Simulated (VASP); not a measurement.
A run of VASP 6.6.1 is set up as follows.

The input INCAR:

```
SYSTEM = BN
ALGO = Normal ; EDIFF = 1E-7
ENCUT = 520 ; GGA = PE
ISIF = 2 ; ISMEAR = -1
LASPH = .TRUE. ; LCHARG = .FALSE.
LREAL = .FALSE. ; LWAVE = .FALSE.
NBANDS = 11 ; NELM = 80
PREC = Accurate ; SIGMA = 0.05
```

KPOINTS

```
k-points
0
G
  16 16 16
  0 0 0
```

File POSCAR:

```
BN
1.0
    0.0000000000      1.7517369438      1.7517369438
    1.7517369438      0.0000000000      1.7517369438
    1.7517369438      1.7517369438      0.0000000000
B N
1 1
Direct
    0.0000000000      0.0000000000      0.0000000000
    0.5000000000      0.5000000000      0.5000000000
```

Potentials or basis: VASP PAW PBE potentials, release 64 (B, N).

The run is started by

```bash
$ cat potpaw_PBE.64/B/POTCAR potpaw_PBE.64/N/POTCAR > POTCAR
$ mpirun -np 1 vasp_std > vasp.out
```

(1) What does it give for the pressure?

(2) Predict the band gap on the k mesh.

## Answers

(1) -0.1 GPa.

(2) 1.18 eV, indirect (least direct gap 5.82 eV).
